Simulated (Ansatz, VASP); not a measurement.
## One calculation of GaSb, two programs

POSCAR

```
GaSb
1.0
    0.0000000000      3.0297014304      3.0959595446
    3.0297014304      0.0000000000      3.0959595446
    3.0297014304      3.0297014304      0.0000000000
Ga Sb
1 1
Direct
    0.0000000000      0.0000000000      0.0000000000
    0.2500000000      0.2500000000      0.2500000000
```

INCAR.step1

```
  PREC = Accurate
  ENCUT = 520
  ISMEAR = -1
  SIGMA = 0.02
  LREAL = F
  LASPH = T
  NELM = 80
  NBANDS = 16
  GGA = PE
  ALGO = Normal
  EDIFF = 1E-4
  LWAVE = T
  LCHARG = F
```

The input INCAR.step2:

```
  PREC = Accurate
  ENCUT = 520
  EDIFF = 1E-6
  ISMEAR = -1
  SIGMA = 0.02
  LREAL = F
  LASPH = T
  NELM = 80
  ALGO = Normal
  ISIF = 2
  LWAVE = F
  LCHARG = F
  METAGGA = R2SCAN
  LMIXTAU = T
  NBANDS = 16
  ISTART = 1
```

Contents of KPOINTS:

```
Automatic mesh
0
Gamma
  8 8 8
```

Input for Ansatz:

```yaml
crystal:
  lattice:
    - [0.0, 3.0297014304, 3.0959595446]
    - [3.0297014304, 0.0, 3.0959595446]
    - [3.0297014304, 3.0297014304, 0.0]
  atoms:
    - { symbol: Ga, position: [0.0, 0.0, 0.0] }
    - { symbol: Sb, position: [0.25, 0.25, 0.25] }
kpoints:
  mp_grid: { grid: [8, 8, 8] }
  band_path:
    path:
      - [0.0, 0.0, 0.0]
      - [-0.5, -0.5, 0.0]
      - [-0.375, -0.375, 0.25]
      - [-0.375, 0.0, 0.375]
      - [0.0, 0.0, 0.5]
      - [-0.5, -0.25, 0.25]
    npoints: 1
hamiltonian:
  xc: r2scan
scf:
  occupations: { method: fermi_dirac, width: 0.02 }
  n_extra_bands: 4
output:
  forces: true
  stress: true
  eigenvalues: true
```

Change from the starting cell: epitaxial_xy strain -1.2%.

Alike in both runs: task single point; functional r2SCAN; k mesh 8 × 8 × 8; occupations fermi-dirac, width 0.02 eV; no spin polarisation.

|  | VASP | Ansatz |
| --- | --- | --- |
| version | VASP 6.6.1 | Ansatz 0.2.0 |
| potentials or method | VASP PAW PBE potentials, release 64 (Ga_d, Sb) | plane waves, PAW |
| plane-wave cutoff (eV) | 520 | 500 |
| valence electrons in the cell | 18 | 28 |

Ansatz gave:

| Quantity | Value |
| --- | --- |
| pressure (GPa) | 0.8 |
| traceless stress, the component that is largest in VASP (GPa) | -0.75 |

Problem. Estimate VASP's values.

Solution. Pressure (GPa): 0.9; traceless stress, the component that is largest in VASP (GPa): -0.74.

VASP's potentials were made for PBE, not for r2SCAN. With one functional, cell and mesh, what is left measures potentials, basis and numerics. VASP's potentials hold 18 valence electrons a cell and Ansatz's 28, so a difference there can come from the potentials and not from the codes.

Neither program's run includes spin-orbit coupling.
